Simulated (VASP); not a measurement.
# CoSi2 (Fm-3m) in VASP: relaxation of cell and atoms with PBE+D3(BJ)

Aim: the relaxation of cell and atoms of CoSi2 with PBE+D3(BJ).

Everything below comes from runs of VASP 6.6.1. Logs are shortened: lines on timing, memory, paths and dates and some standing lists are left out, and cuts for length are marked.

**1. The cell of the first run**

It takes space group Fm-3m (No. 225, cubic). The conventional cell has a = 5.365 Å, b = 5.365 Å, c = 5.365 Å, α = 90.00°, β = 90.00°, γ = 90.00°. Co (site symmetry m-3m) has 8 Si at 2.32 Å within 3.1 Å. Si (site symmetry -43m) has 4 Co at 2.32 Å and 6 Si at 2.68 Å within 3.1 Å.

**2. Relaxation of cell and atoms, PBE+D3(BJ)**

Input file INCAR:

```
ALGO = Normal ; EDIFF = 1E-6
EDIFFG = -0.005 ; ENCUT = 600
GGA = PE ; IBRION = 2
ISIF = 3 ; ISMEAR = 0
IVDW = 12 ; LASPH = T
LCHARG = F ; LREAL = F
LWAVE = F ; NELM = 80
NSW = 100 ; PREC = Accurate
SIGMA = 0.1
```

Input file KPOINTS:

```
k-points
0
Gamma
  14 14 14
```

Input file POSCAR:

```
CoSi2
1.0
    0.0000000000      2.6825000000      2.6825000000
    2.6825000000      0.0000000000      2.6825000000
    2.6825000000      2.6825000000      0.0000000000
Co Si
1 2
Direct
    0.0000000000      0.0000000000      0.0000000000
    0.2500000000      0.2500000000      0.2500000000
    0.7500000000      0.7500000000      0.7500000000
```

Potentials or basis: VASP PAW PBE potentials, release 64 (Co, Si).

Launch:

```console
> cat potpaw_PBE.64/Co/POTCAR potpaw_PBE.64/Si/POTCAR > POTCAR
> mpirun -np 1 vasp_std > vasp.out
```

OUTCAR:

```text
EDIFF = 1E-6
   EDIFFG = -0.005
   ENCUT = 600
   GGA = PE
   IBRION = 2
   ISIF = 3
   ISMEAR = 0
   IVDW = 12
   LASPH = T
   LREAL = F
   NELM = 80
   NSW = 100
   PREC = Accurate
 IVDW          = 12

 ion  position               nearest neighbor table
   1  0.000  0.000  0.000-   3 2.32   3 2.32   3 2.32   2 2.32   3 2.32   2 2.32   2 2.32   2 2.32

   2  0.250  0.250  0.250-   1 2.32   1 2.32   1 2.32   1 2.32   3 2.68   3 2.68   3 2.68   3 2.68
                             3 2.68   3 2.68
   3  0.750  0.750  0.750-   1 2.32   1 2.32   1 2.32   1 2.32   2 2.68   2 2.68   2 2.68   2 2.68
                             2 2.68   2 2.68

  LATTYP: Found a face centered cubic cell.
 ALAT       =     5.3650000000

  Lattice vectors:

 A1 = (   0.0000000000,   2.6825000000,   2.6825000000)
 A2 = (   2.6825000000,   0.0000000000,   2.6825000000)
 A3 = (   2.6825000000,   2.6825000000,   0.0000000000)

Analysis of symmetry for initial positions (statically):
=====================================================================
 Subroutine PRICEL returns:
 Original cell was already a primitive cell.

 Routine SETGRP: Setting up the symmetry group for a
 face centered cubic supercell.

 Subroutine GETGRP returns: Found 48 space group operations
 (whereof 48 operations were pure point group operations)
 out of a pool of 48 trial point group operations.

The static configuration has the point symmetry O_h .

Analysis of symmetry for dynamics (positions and initial velocities):
=====================================================================
 Subroutine PRICEL returns:
 Original cell was already a primitive cell.

 Routine SETGRP: Setting up the symmetry group for a
 face centered cubic supercell.

 Subroutine GETGRP returns: Found 48 space group operations
 (whereof 48 operations were pure point group operations)
 out of a pool of 48 trial point group operations.

The dynamic configuration has the point symmetry O_h .

 Subroutine INISYM returns: Found 48 space group operations
 (whereof 48 operations are pure point group operations),
 and found     1 'primitive' translations

----------------------------------------------------------------------------------------

                                     Primitive cell

  volume of cell :      38.6055

  direct lattice vectors                    reciprocal lattice vectors
     0.000000000  2.682500000  2.682500000    -0.186393290  0.186393290  0.186393290
     2.682500000  0.000000000  2.682500000     0.186393290 -0.186393290  0.186393290
     2.682500000  2.682500000  0.000000000     0.186393290  0.186393290 -0.186393290

  length of vectors
     3.793627881  3.793627881  3.793627881     0.322842648  0.322842648  0.322842648

  position of ions in fractional coordinates (direct lattice)
     0.000000000  0.000000000  0.000000000
     0.250000000  0.250000000  0.250000000
     0.750000000  0.750000000  0.750000000

  ion indices of the primitive-cell ions
   primitive index   ion index
                 1           1
                 2           2
                 3           3

----------------------------------------------------------------------------------------

 KPOINTS: k-points

Automatic generation of k-mesh.
 Grid dimensions read from file:
 generate k-points for:   14   14   14

 Generating k-lattice:

  Cartesian coordinates                     Fractional coordinates (reciprocal lattice)
    -0.013313806  0.013313806  0.013313806     0.071428571  0.000000000  0.000000000
     0.013313806 -0.013313806  0.013313806     0.000000000  0.071428571  0.000000000
     0.013313806  0.013313806 -0.013313806     0.000000000  0.000000000  0.071428571

  Length of vectors
     0.023060189  0.023060189  0.023060189

  Shift w.r.t. Gamma in fractional coordinates (k-lattice)
     0.000000000  0.000000000  0.000000000

 Subroutine IBZKPT returns following result:
 ===========================================

 Found    104 irreducible k-points:

 Following reciprocal coordinates:
            Coordinates               Weight
  0.000000  0.000000  0.000000      1.000000
  0.071429  0.000000  0.000000      8.000000
  0.142857  0.000000  0.000000      8.000000
  0.214286  0.000000  0.000000      8.000000
  0.285714  0.000000  0.000000      8.000000
  0.357143  0.000000  0.000000      8.000000
[... 16 lines left out ...]
  0.214286  0.142857  0.000000     24.000000
  0.285714  0.142857  0.000000     24.000000
 [... further k-points ...]
   k-points           NKPTS =    104   k-points in BZ     NKDIM =    104   number of bands    NBANDS=     12
   number of dos      NEDOS =    301   number of ions     NIONS =      3
   total plane-waves  NPLWV =  27000
   dimension x,y,z NGX =    30 NGY =   30 NGZ =   30
   dimension x,y,z NGXF=    60 NGYF=   60 NGZF=   60
   ions per type =               1   2
   NGX,Y,Z   is equivalent  to a cutoff of  13.15, 13.15, 13.15 a.u.
   NGXF,Y,Z  is equivalent  to a cutoff of  26.29, 26.29, 26.29 a.u.
 SYSTEM =  unknown system
   PREC   = accura    normal or accurate (medium, high low for compatibility)
   ISTART =      0    job   : 0-new  1-cont  2-samecut
   ICHARG =      2    charge: 1-file 2-atom 10-const
   ISPIN  =      1    spin polarized calculation?
   LNONCOLLINEAR =      F non collinear calculations
   LSORBIT =      F    spin-orbit coupling
   LASPH  =      T    aspherical Exc in radial PAW
   ENCUT  =  600.0 eV  44.10 Ry    6.64 a.u.   7.58  7.58  7.58*2*pi/ulx,y,z
   NELM   =     80;   NELMIN=  2; NELMDL= -5     # of ELM steps
   EDIFF  = 0.1E-05   stopping-criterion for ELM
   LREAL  =      F    real-space projection
   EDIFFG = -.5E-02   stopping-criterion for IOM
   NSW    =    100    number of steps for IOM
   IBRION =      2    ionic relax: 0-MD 1-quasi-New 2-CG
   NFREE  =      1    steps in history (QN), initial steepest desc. (CG)
   ISIF   =      3    stress and relaxation
   ISYM   =      2    0-nonsym 1-usesym 2-fastsym
   POTIM  = 0.5000    time-step for ionic-motion
   TEBEG  =    0.0;   TEEND  =   0.0 temperature during run
   PSTRESS=    0.0 pullay stress
   NELECT =      17.0000    total number of electrons
   NUPDOWN=      -1.0000    fix difference up-down
   EMIN   =  10.00;   EMAX   =-10.00  energy-range for DOS
   EFERMI =   0.00;   METHOD = LEGACY
   ISMEAR =     0;   SIGMA  =   0.10  broadening in eV -4-tet -1-fermi 0-gaus
   EFERMI_NEDOS =   21; number of points for ismear=-14 and -15
   IALGO  =     38    algorithm
   IMIX   =      4    mixing-type and parameters
     AMIX     =   0.40;   BMIX     =  1.00
     AMIX_MAG =   1.60;   BMIX_MAG =  1.00
  volume/ion in A,a.u.               =      12.87        86.84
  Fermi-wavevector in a.u.,A,eV,Ry     =   1.245493  2.353641 21.106087  1.551254
  Thomas-Fermi vector in A             =   2.379713
   LORBIT       =      0    0 simple, 1 ext, 2 COOP (PROOUT), +10 PAW based schemes
   GGA     = PE    functional components
   LHFCALC =     F    Hartree Fock is set to
   AEXX    =    0.0000 exact exchange contribution
   IVDW    =    12    specifies the selected vdW correction
   LEPSILON=     F    determine dielectric tensor
   LRPA    =     F    only Hartree local field effects (RPA)
 conjugate gradient relaxation of ions
 non-spin polarized calculation
 Gauss-broadening in eV      SIGMA  =   0.10
  energy-cutoff  :      600.00
  volume of cell :       38.61
 maximum number of plane-waves:      1308
   NGX = 15   NGY = 15   NGZ = 15

--------------------------------------- Ionic step        1  -------------------------------------------

 number of electron      17.0000005 magnetization

 Free energy of the ion-electron system (eV)
  ---------------------------------------------------
  ext. energy  EPLUGINS =         0.00000000
  ---------------------------------------------------
  free energy    TOTEN  =       -19.29706429 eV

  energy without entropy =      -19.29188776  energy(sigma->0) =      -19.29447603

------------------------ aborting loop because EDIFF is reached ----------------------------------------

 Edisp (eV)   -1.31950

 E8    (eV) :    -0.5554

  FORCE on cell =-STRESS in cart. coord.  units (eV):
  Direction    XX          YY          ZZ          XY          YZ          ZX
  --------------------------------------------------------------------------------------
  -------------------------------------------------------------------------------------
  Total      -1.51943    -1.51943    -1.51943    -0.00000     0.00000    -0.00000
  in kB     -63.05842   -63.05842   -63.05842    -0.00000     0.00000    -0.00000
  external pressure =      -63.06 kB  Pullay stress =        0.00 kB

 VOLUME and BASIS-vectors are now :
 -----------------------------------------------------------------------------
  energy-cutoff  :      600.00
  volume of cell :       38.61
      direct lattice vectors                 reciprocal lattice vectors
     0.000000000  2.682500000  2.682500000    -0.186393290  0.186393290  0.186393290
     2.682500000  0.000000000  2.682500000     0.186393290 -0.186393290  0.186393290
     2.682500000  2.682500000  0.000000000     0.186393290  0.186393290 -0.186393290
[... 124 lines left out ...]
 POSITION                                       TOTAL-FORCE (eV/Angst)
 -----------------------------------------------------------------------------------
      2.65060      0.00000      2.65060        -0.000000      0.000000     -0.000000
      1.32530      1.32530      1.32530         0.000000      0.000000      0.000000
      3.97590      3.97590      3.97590         0.000000     -0.000000     -0.000000
 -----------------------------------------------------------------------------------
    total drift:                                0.000000     -0.000000     -0.000000

  FREE ENERGIE OF THE ION-ELECTRON SYSTEM (eV)
  ---------------------------------------------------
  free  energy   TOTEN  =       -20.6439586637 eV

  energy  without entropy=      -20.6389090987  energy(sigma->0) =      -20.64143388

--------------------------------------- Ionic step        5  -------------------------------------------

 number of electron      16.9999999 magnetization

 Free energy of the ion-electron system (eV)
  ---------------------------------------------------
  ext. energy  EPLUGINS =         0.00000000
  ---------------------------------------------------
  free energy    TOTEN  =       -19.27585081 eV

  energy without entropy =      -19.27079851  energy(sigma->0) =      -19.27332466

 E-fermi :  10.5159     XC(G=0): -11.8850

 val. band max:       10.4241654566   @ k =   0.4286   0.0714   0.0000
 cond. band min:      10.5159020891   @ k =   0.4286   0.2143   0.0714
 fundamental gap:      0.0917366326
 Fermi energy:        10.5158678675

 k-point     1 :       0.0000    0.0000    0.0000
  band No.  band energies     occupation
      1      -2.8563      2.00000
      2       6.2889      2.00000
      3       6.2889      2.00000
      4       6.2889      2.00000
      5       8.4946      2.00000
      6       8.4946      2.00000
      7      11.5614      0.00000
      8      13.9603      0.00000
      9      13.9603      0.00000
     10      14.0319      0.00000
     11      14.0319      0.00000
     12      14.0319      0.00000

 k-point     2 :       0.0714    0.0000    0.0000
  band No.  band energies     occupation
      1      -2.7770      2.00000
      2       6.1017      2.00000
      3       6.3174      2.00000
      4       6.3174      2.00000
      5       8.4700      2.00000
      6       8.4700      2.00000
      7      11.6010      0.00000
      8      12.7389      0.00000
      9      13.3388      0.00000
     10      13.3388      0.00000
     11      14.6882      0.00000
     12      14.6882      0.00000
[... 316 lines left out ...]
 k-point    24 :       0.2857    0.1429    0.0000
  band No.  band energies     occupation
      1      -1.7095      2.00000
      2       4.5524      2.00000
      3       6.4343      2.00000
      4       6.5077      2.00000
      5       7.6544      2.00000
      6       8.6823      2.00000
      7       9.5789      2.00000
      8      10.6078      0.19359
      9      11.2806      0.00000
     10      12.5739      0.00000
     11      14.7131      0.00000
     12      15.5347      0.00000

 [... further k-points ...]

------------------------ aborting loop because EDIFF is reached ----------------------------------------

 Edisp (eV)   -1.36811

 E8    (eV) :    -0.5760

  FORCE on cell =-STRESS in cart. coord.  units (eV):
  Direction    XX          YY          ZZ          XY          YZ          ZX
  --------------------------------------------------------------------------------------
  -------------------------------------------------------------------------------------
  Total       0.00085     0.00085     0.00085     0.00000     0.00000    -0.00000
  in kB       0.03641     0.03641     0.03641     0.00000     0.00000    -0.00000
  external pressure =        0.04 kB  Pullay stress =        0.00 kB

 VOLUME and BASIS-vectors are now :
 -----------------------------------------------------------------------------
  energy-cutoff  :      600.00
  volume of cell :       37.28
      direct lattice vectors                 reciprocal lattice vectors
    -0.000000000  2.651326273  2.651326273    -0.188584862  0.188584862  0.188584862
     2.651326273  0.000000000  2.651326273     0.188584862 -0.188584862  0.188584862
     2.651326273  2.651326273 -0.000000000     0.188584862  0.188584862 -0.188584862

 POSITION                                       TOTAL-FORCE (eV/Angst)
 -----------------------------------------------------------------------------------
      2.65133      2.65133     -0.00000        -0.000000     -0.000000      0.000000
      1.32566      1.32566      1.32566        -0.000000      0.000000      0.000000
      3.97699      3.97699      3.97699         0.000000      0.000000     -0.000000
 -----------------------------------------------------------------------------------
    total drift:                                0.000000     -0.000000     -0.000000

  FREE ENERGIE OF THE ION-ELECTRON SYSTEM (eV)
  ---------------------------------------------------
  free  energy   TOTEN  =       -20.6439651669 eV

  energy  without entropy=      -20.6389128667  energy(sigma->0) =      -20.64143902

 reached required accuracy - stopping structural energy minimisation
```

Wall time 4.9 min (1 thread of Intel Xeon 8259CL, shared host); peak memory 0.23 GiB.

Results:

| Property | Result |
| --- | --- |
| Free energy | -20.6440 eV |
| Relaxed volume | 12.43 Å³/atom |
| Relaxed cell | a = 3.750 Å, b = 3.750 Å, c = 3.750 Å, α = 60.00°, β = 60.00°, γ = 60.00° |
| Space group after relaxing (to 0.1 Å) | Fm-3m (No. 225) |
| Energy gained by relaxing | 9.1 meV/atom |
| Ionic steps | 5 |
| Pressure after relaxing | 0.0 GPa |
| Band gap on the k mesh | zero (an odd number of electrons rules out a gap without spin polarisation) |
| Dispersion energy per atom | -0.456 eV |

The path:
```
step  energy change (eV)  largest force (eV/Å)  pressure (GPa)  volume (Å³)
   1              0.0000                0.0000           -6.31        38.61
   2              0.0080                0.0000            8.16        35.84
   3             -0.0274                0.0000           -0.20        37.28
   4             -0.0274                0.0000            0.08        37.24
   5             -0.0274                0.0000            0.00        37.28
```

Final structure:
```
Co Si
1.0
     0.00000    2.65133    2.65133
     2.65133    0.00000    2.65133
     2.65133    2.65133    0.00000
Co Si
1 2
Direct
  0.00000 0.00000 0.00000
  0.25000 0.25000 0.25000
  0.75000 0.75000 0.75000
```

Caveat: the run has no spin polarisation, though such a crystal can be magnetic.
